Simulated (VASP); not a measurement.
# LiNbO3 (R-3c) in VASP: settings compared, part 2 of 2

VASP 6.6.1. The steps go on from the part before.

## 4. Electric field gradients, LDA

File INCAR:

```
ALGO = Normal ; EDIFF = 1E-8
ENCUT = 520 ; GGA = CA
ISIF = 2 ; ISMEAR = -1
LASPH = T ; LCHARG = F
LEFG = T ; LREAL = F
LWAVE = F ; NBANDS = 45
NELM = 60 ; PREC = Accurate
SIGMA = 0.02
```

File KPOINTS:

```
k-points
0
Gamma
  7 7 7
```

File POSCAR:

```
LiNbO3
1.0
    2.5689010133      1.4831556916      4.4995700000
   -2.5689010133      1.4831556916      4.4995700000
    0.0000000000     -2.9663113832      4.4995700000
Li Nb O
2 2 6
Direct
    0.7500000000      0.7500000000      0.7500000000
    0.2500000000      0.2500000000      0.2500000000
    0.5000000000      0.5000000000      0.5000000000
    0.0000000000      0.0000000000      0.0000000000
    0.6215198159      0.8784801841      0.2500000000
    0.2500000000      0.6215198159      0.8784801841
    0.8784801841      0.2500000000      0.6215198159
    0.7500000000      0.3784801841      0.1215198159
    0.3784801841      0.1215198159      0.7500000000
    0.1215198159      0.7500000000      0.3784801841
```

Potentials or basis: VASP PAW LDA potentials, release 64 (Li_sv, Nb_sv, O).

Command:

```console
cat potpaw_LDA.64/Li_sv/POTCAR potpaw_LDA.64/Nb_sv/POTCAR potpaw_LDA.64/O/POTCAR > POTCAR
mpirun -np 1 vasp_std > vasp.out
```

OUTCAR:

```text
EDIFF = 1E-8
   ENCUT = 520
   GGA = CA
   ISIF = 2
   ISMEAR = -1
   LASPH = T
   LREAL = F
   NELM = 60
   PREC = Accurate

 ion  position               nearest neighbor table
   1  0.750  0.750  0.750-   9 1.91   8 1.91  10 1.91
   2  0.250  0.250  0.250-   5 1.91   6 1.91   7 1.91
   3  0.500  0.500  0.500-   7 1.98  10 1.98   8 1.98   6 1.98   9 1.98   5 1.98
   4  0.000  0.000  0.000-   6 1.98   8 1.98   7 1.98  10 1.98   9 1.98   5 1.98
   5  0.622  0.878  0.250-   2 1.91   3 1.98   4 1.98
   6  0.250  0.622  0.878-   2 1.91   4 1.98   3 1.98
   7  0.878  0.250  0.622-   2 1.91   3 1.98   4 1.98
   8  0.750  0.378  0.122-   1 1.91   4 1.98   3 1.98
   9  0.378  0.122  0.750-   1 1.91   3 1.98   4 1.98
  10  0.122  0.750  0.378-   1 1.91   3 1.98   4 1.98

  LATTYP: Found a trigonal (rhomboedric) cell.
 ALAT       =     5.3893537095
 COS(alpha) =     0.5455863587

  Lattice vectors:

 A1 = (   2.5689010133,   1.4831556916,   4.4995700000)
 A2 = (  -2.5689010133,   1.4831556916,   4.4995700000)
 A3 = (   0.0000000000,  -2.9663113832,   4.4995700000)

Analysis of symmetry for initial positions (statically):
=====================================================================
 Subroutine PRICEL returns:
 Original cell was already a primitive cell.

 Routine SETGRP: Setting up the symmetry group for a
 trigonal (rhombohedral) supercell.

 Subroutine GETGRP returns: Found 12 space group operations
 (whereof  6 operations were pure point group operations)
 out of a pool of 12 trial point group operations.

The static configuration has the point symmetry S_6 .
 The point group associated with its full space group is D_3d.

Analysis of symmetry for dynamics (positions and initial velocities):
=====================================================================
[... 1356 lines left out ...]
      0.00000      0.00000     10.12403         0.000000      0.000000      0.000000
      0.00000      0.00000      3.37468         0.000000      0.000000      0.000000
      0.00000      0.00000      6.74936        -0.000000      0.000000      0.000000
      0.00000      0.00000      0.00000         0.000000      0.000000      0.000000
     -0.66011      1.48316      7.87425         0.210934      0.000000     -0.000000
     -0.95440     -1.31325      7.87425        -0.105467      0.182674      0.000000
      1.61450     -0.16991      7.87425        -0.105467     -0.182674      0.000000
      0.95440      1.31325      5.62446         0.105467     -0.182674      0.000000
      0.66011     -1.48316      5.62446        -0.210934      0.000000     -0.000000
     -1.61450      0.16991      5.62446         0.105467      0.182674      0.000000
 -----------------------------------------------------------------------------------
    total drift:                                0.000000      0.000000      0.000000

  FREE ENERGIE OF THE ION-ELECTRON SYSTEM (eV)
  ---------------------------------------------------
  free  energy   TOTEN  =       -87.3389368951 eV

  energy  without entropy=      -87.3389368951  energy(sigma->0) =      -87.33893690

 Electric field gradients (V/A^2)
---------------------------------------------------------------------
 ion       V_xx      V_yy      V_zz      V_xy      V_xz      V_yz
---------------------------------------------------------------------
   1      -0.669    -0.669     1.339    -0.000     0.000     0.000
   2      -0.669    -0.669     1.339    -0.000    -0.000     0.000
   3      -1.807    -1.807     3.614    -0.000     0.000    -0.000
   4      -1.807    -1.807     3.614     0.000    -0.000    -0.000
   5      -4.928     2.701     2.227     0.000    -0.000    -1.209
   6       0.794    -3.021     2.227     3.304     1.047     0.604
   7       0.794    -3.021     2.227    -3.304    -1.047     0.604
   8       0.794    -3.021     2.227     3.304     1.047     0.604
   9      -4.928     2.701     2.227     0.000    -0.000    -1.209
  10       0.794    -3.021     2.227    -3.304    -1.047     0.604
---------------------------------------------------------------------

 Electric field gradients after diagonalization (V/A^2)
 (convention: |V_zz| > |V_xx| > |V_yy|)
----------------------------------------------------------------------
 ion       V_xx      V_yy      V_zz     asymmetry (V_yy - V_xx)/ V_zz
----------------------------------------------------------------------
   1      -0.669    -0.669     1.339       0.000
   2      -0.669    -0.669     1.339       0.000
   3      -1.807    -1.807     3.614       0.000
   4      -1.807    -1.807     3.614       0.000
   5       3.696     1.232    -4.928       0.500
   6       3.696     1.232    -4.928       0.500
   7       3.696     1.232    -4.928       0.500
   8       3.696     1.232    -4.928       0.500
   9       3.696     1.232    -4.928       0.500
  10       3.696     1.232    -4.928       0.500
----------------------------------------------------------------------

           NMR quadrupolar parameters

 Cq : quadrupolar parameter    Cq=e*Q*V_zz/h
 eta: asymmetry parameters     (V_yy - V_xx)/ V_zz
 Q  : nuclear electric quadrupole moment in mb (millibarn)
----------------------------------------------------------------------
 ion       Cq(MHz)       eta       Q (mb)
----------------------------------------------------------------------
   1       0.003       0.000       1.000
   2       0.003       0.000       1.000
   3       0.009       0.000       1.000
   4       0.009       0.000       1.000
   5      -0.012       0.500       1.000
   6      -0.012       0.500       1.000
   7      -0.012       0.500       1.000
   8      -0.012       0.500       1.000
   9      -0.012       0.500       1.000
  10      -0.012       0.500       1.000
----------------------------------------------------------------------
```

Run time: 4.8 min. Hardware: 1 thread of Oxide Virtual Turin-like, shared host; peak memory 0.27 GiB.

Results:

* Free energy: -87.3389 eV
* Largest force: 0.211 eV/Å
* Band gap on the k mesh: 2.58 eV (least direct gap 2.63 eV)
* Largest electric field gradient by atom: Li +1.3; Nb +3.6; O -4.9 V/Å²

Forces on the atoms (eV/Å):
```
Li   0.000  0.000  0.000
Li   0.000  0.000  0.000
Nb   0.000  0.000  0.000
Nb   0.000  0.000  0.000
O    0.211  0.000  0.000
O   -0.105  0.183  0.000
O   -0.105 -0.183  0.000
O    0.105 -0.183  0.000
O   -0.211  0.000  0.000
O    0.105  0.183  0.000
```

Levels at points of the mesh, in eV from the valence-band top:
```tsv
k point	band 31	band 32	band 33	band 34	band 35	band 36	band 37	band 38
(0.00, 0.00, 0.00)	-0.38	-0.21	-0.21	0.00	2.63	2.63	2.76	4.74
```

Electric field gradients, principal values (V/Å²):
```tsv
atom	least	middle	greatest (by size)
1 Li	-0.669	-0.669	1.339
2 Li	-0.669	-0.669	1.339
3 Nb	-1.807	-1.807	3.614
4 Nb	-1.807	-1.807	3.614
5 O	1.232	3.696	-4.928
6 O	1.232	3.696	-4.928
7 O	1.232	3.696	-4.928
8 O	1.232	3.696	-4.928
9 O	1.232	3.696	-4.928
10 O	1.232	3.696	-4.928
```

Caveat: without QUAD_EFG the Cq values of the log hold for a quadrupole moment of 1 mb, not for the nuclei. A k mesh can miss the band edges.

## 5. Electric field gradients, PBEsol

File INCAR:

```
SYSTEM = LiNbO3
  PREC = Accurate
  ENCUT = 520
  EDIFF = 1E-8
  ISMEAR = -1
  SIGMA = 0.02
  LREAL = .False.
  LASPH = .True.
  NELM = 100
  ALGO = Normal
  ISIF = 2
  LWAVE = .False.
  LCHARG = .False.
  GGA = PS
  LEFG = .True.
  NBANDS = 45
```

File KPOINTS:

```
Automatic mesh
0
Gamma
  7 7 7
  0 0 0
```

POSCAR is that of step 4.

Potentials or basis: VASP PAW PBE potentials, release 64 (Li_sv, Nb_sv, O).

Command:

```console
cat potpaw_PBE.64/Li_sv/POTCAR potpaw_PBE.64/Nb_sv/POTCAR potpaw_PBE.64/O/POTCAR > POTCAR
mpirun -np 1 vasp_std > vasp.out
```

OUTCAR:

```text
SYSTEM = LiNbO3
   PREC = Accurate
   ENCUT = 520
   EDIFF = 1E-8
   ISMEAR = -1
   LREAL = .False.
   LASPH = .True.
   NELM = 100
   ISIF = 2
   GGA = PS

 ion  position               nearest neighbor table
   1  0.750  0.750  0.750-   9 1.91   8 1.91  10 1.91
   2  0.250  0.250  0.250-   5 1.91   6 1.91   7 1.91
   3  0.500  0.500  0.500-   7 1.98  10 1.98   8 1.98   6 1.98   9 1.98   5 1.98
   4  0.000  0.000  0.000-   6 1.98   8 1.98   7 1.98  10 1.98   9 1.98   5 1.98
   5  0.622  0.878  0.250-   2 1.91   3 1.98   4 1.98
   6  0.250  0.622  0.878-   2 1.91   4 1.98   3 1.98
   7  0.878  0.250  0.622-   2 1.91   3 1.98   4 1.98
   8  0.750  0.378  0.122-   1 1.91   4 1.98   3 1.98
   9  0.378  0.122  0.750-   1 1.91   3 1.98   4 1.98
  10  0.122  0.750  0.378-   1 1.91   3 1.98   4 1.98

  LATTYP: Found a trigonal (rhomboedric) cell.
 ALAT       =     5.3893537095
 COS(alpha) =     0.5455863587

  Lattice vectors:

 A1 = (   2.5689010133,   1.4831556916,   4.4995700000)
 A2 = (  -2.5689010133,   1.4831556916,   4.4995700000)
 A3 = (   0.0000000000,  -2.9663113832,   4.4995700000)

Analysis of symmetry for initial positions (statically):
[... 1393 lines left out ...]
 ion       V_xx      V_yy      V_zz      V_xy      V_xz      V_yz
---------------------------------------------------------------------
   1      -0.660    -0.660     1.320    -0.000     0.000     0.000
   2      -0.660    -0.660     1.320    -0.000    -0.000     0.000
   3      -1.826    -1.826     3.651    -0.000     0.000    -0.000
   4      -1.826    -1.826     3.651     0.000    -0.000    -0.000
   5      -5.899     3.710     2.189     0.000     0.000     0.601
   6       1.308    -3.497     2.189     4.161    -0.520    -0.300
   7       1.308    -3.497     2.189    -4.161     0.520    -0.300
   8       1.308    -3.497     2.189     4.161    -0.520    -0.300
   9      -5.899     3.710     2.189    -0.000    -0.000     0.601
  10       1.308    -3.497     2.189    -4.161     0.520    -0.300
---------------------------------------------------------------------

 Electric field gradients after diagonalization (V/A^2)
 (convention: |V_zz| > |V_xx| > |V_yy|)
----------------------------------------------------------------------
 ion       V_xx      V_yy      V_zz     asymmetry (V_yy - V_xx)/ V_zz
----------------------------------------------------------------------
   1      -0.660    -0.660     1.320       0.000
   2      -0.660    -0.660     1.320       0.000
   3      -1.826    -1.826     3.651       0.000
   4      -1.826    -1.826     3.651       0.000
   5       3.919     1.980    -5.899       0.329
   6       3.919     1.980    -5.899       0.329
   7       3.919     1.980    -5.899       0.329
   8       3.919     1.980    -5.899       0.329
   9       3.919     1.980    -5.899       0.329
  10       3.919     1.980    -5.899       0.329
----------------------------------------------------------------------

           NMR quadrupolar parameters

 Cq : quadrupolar parameter    Cq=e*Q*V_zz/h
 eta: asymmetry parameters     (V_yy - V_xx)/ V_zz
 Q  : nuclear electric quadrupole moment in mb (millibarn)
----------------------------------------------------------------------
 ion       Cq(MHz)       eta       Q (mb)
----------------------------------------------------------------------
   1       0.003       0.000       1.000
   2       0.003       0.000       1.000
   3       0.009       0.000       1.000
   4       0.009       0.000       1.000
   5      -0.014       0.329       1.000
   6      -0.014       0.329       1.000
   7      -0.014       0.329       1.000
   8      -0.014       0.329       1.000
   9      -0.014       0.329       1.000
  10      -0.014       0.329       1.000
----------------------------------------------------------------------
```

OSZICAR:

```text
N       E                     dE             d eps       ncg     rms          rms(c)
DAV:   1     0.718131994801E+03    0.71813E+03   -0.36919E+04  3960   0.159E+03
DAV:   2    -0.349875592080E+02   -0.75312E+03   -0.72605E+03  5096   0.544E+02
DAV:   3    -0.948957727799E+02   -0.59908E+02   -0.59388E+02  5896   0.142E+02
DAV:   4    -0.100221305133E+03   -0.53255E+01   -0.53074E+01  7040   0.376E+01
DAV:   5    -0.100447564789E+03   -0.22626E+00   -0.22617E+00  5919   0.620E+00    0.265E+01
DAV:   6    -0.831879909525E+02    0.17260E+02   -0.75090E+01  5784   0.511E+01    0.896E+00
DAV:   7    -0.831551183998E+02    0.32873E-01   -0.68939E+00  6296   0.138E+01    0.541E+00
DAV:   8    -0.831212338356E+02    0.33885E-01   -0.80868E-01  6392   0.584E+00    0.153E+00
DAV:   9    -0.831214691120E+02   -0.23528E-03   -0.84821E-02  5512   0.222E+00    0.975E-01
DAV:  10    -0.831243429122E+02   -0.28738E-02   -0.25996E-02  5568   0.121E+00    0.132E-01
DAV:  11    -0.831242226815E+02    0.12023E-03   -0.22593E-03  5694   0.307E-01    0.386E-02
DAV:  12    -0.831242665763E+02   -0.43895E-04   -0.27419E-04  6456   0.126E-01    0.204E-02
DAV:  13    -0.831242706402E+02   -0.40639E-05   -0.29953E-05  5910   0.311E-02    0.755E-03
DAV:  14    -0.831242709736E+02   -0.33338E-06   -0.50640E-06  5240   0.130E-02    0.509E-03
DAV:  15    -0.831242704097E+02    0.56395E-06   -0.11174E-06  5884   0.966E-03    0.111E-03
DAV:  16    -0.831242704103E+02   -0.64938E-09   -0.13570E-07  6291   0.194E-03    0.104E-03
DAV:  17    -0.831242704249E+02   -0.14633E-07   -0.33216E-08  4067   0.156E-03    0.183E-04
DAV:  18    -0.831242704154E+02    0.94951E-08   -0.70521E-09  2635   0.555E-04
   1 F= -.83124270E+02 E0= -.83124270E+02  d E =-.103979E-11
```

stdout:

```text
POSCAR found type information on POSCAR LiNbO
 POSCAR found :  3 types and      10 ions
 scaLAPACK will be used
 -----------------------------------------------------------------------------
|                                                                             |
|                                                                             |
|     You enforced a specific xc type in the INCAR file but a different       |
|     I HOPE YOU KNOW WHAT YOU ARE DOING!                                     |
|                                                                             |
 -----------------------------------------------------------------------------

 LDA part: xc-table for (Slater+PW92), standard interpolation
 POSCAR, INCAR and KPOINTS ok, starting setup
 FFT: planning ... GRIDC
 FFT: planning ... GRID_SOFT
 FFT: planning ... GRID
 WAVECAR not read
 entering main loop
ion   1

ion   2

ion   3
[... 46 lines left out ...]
     0.0000293     2.3708036    -2.0299712    -2.2119631     3.5160132    -1.3687841
     0.0000403     2.3708031    -2.0299711    -2.2119628     3.5160131    -1.3687838
     0.0000555     2.3708022    -2.0299709    -2.2119623     3.5160128    -1.3687833
     0.0000765     2.3708007    -2.0299707    -2.2119614     3.5160123    -1.3687824
```

It took 5 min on 1 thread of Oxide Virtual Turin-like, shared host; peak memory 0.3 GiB.

What came out:

- Free energy: -83.1243 eV
- Largest force: 0.199 eV/Å
- Band gap on the k mesh: 2.61 eV (least direct gap 2.66 eV)
- Largest electric field gradient by atom: Li +1.3; Nb +3.7; O -5.9 V/Å²

Forces in eV/Å, atoms in the order of the input:
```
Li   0.000  0.000  0.000
Li   0.000  0.000  0.000
Nb   0.000  0.000  0.000
Nb   0.000  0.000  0.000
O    0.199  0.000  0.000
O   -0.099  0.172  0.000
O   -0.099 -0.172  0.000
O    0.099 -0.172  0.000
O   -0.199  0.000  0.000
O    0.099  0.172  0.000
```

Electric field gradients, principal values (V/Å²):
| atom | least | middle | greatest (by size) |
| --- | --- | --- | --- |
| 1 Li | -0.660 | -0.660 | 1.320 |
| 2 Li | -0.660 | -0.660 | 1.320 |
| 3 Nb | -1.826 | -1.826 | 3.651 |
| 4 Nb | -1.826 | -1.826 | 3.651 |
| 5 O | 1.980 | 3.919 | -5.899 |
| 6 O | 1.980 | 3.919 | -5.899 |
| 7 O | 1.980 | 3.919 | -5.899 |
| 8 O | 1.980 | 3.919 | -5.899 |
| 9 O | 1.980 | 3.919 | -5.899 |
| 10 O | 1.980 | 3.919 | -5.899 |

Caveat: without QUAD_EFG the Cq values of the log hold for a quadrupole moment of 1 mb, not for the nuclei; the PAW data sets were made with another functional, which shifts forces and pressure a little.

## 6. Summary

| level | potentials or basis | cell | gap on the mesh (eV) | largest force (eV/Å) |
| --- | --- | --- | --- | --- |
| PBE | VASP PAW PBE potentials, release 64 (Li_sv, Nb_sv, O) | as given, atomic positions A | 2.68 | 0.12 |
| LDA | VASP PAW LDA potentials, release 64 (Li_sv, Nb_sv, O) | as given, atomic positions B | 2.58 | 0.21 |
| PBEsol | VASP PAW PBE potentials, release 64 (Li_sv, Nb_sv, O) | as given, atomic positions B | 2.61 | 0.20 |

Alike in all rows: task electric field gradients; no spin polarisation; k mesh 7 × 7 × 7; cutoff (eV) 520; smearing fermi-dirac 0.02 eV.

Caveats: the PAW data sets were made with another functional, which shifts forces and pressure a little (at least some runs).

Total energies depend on the potentials used, so only differences within one code and one set of settings carry meaning.
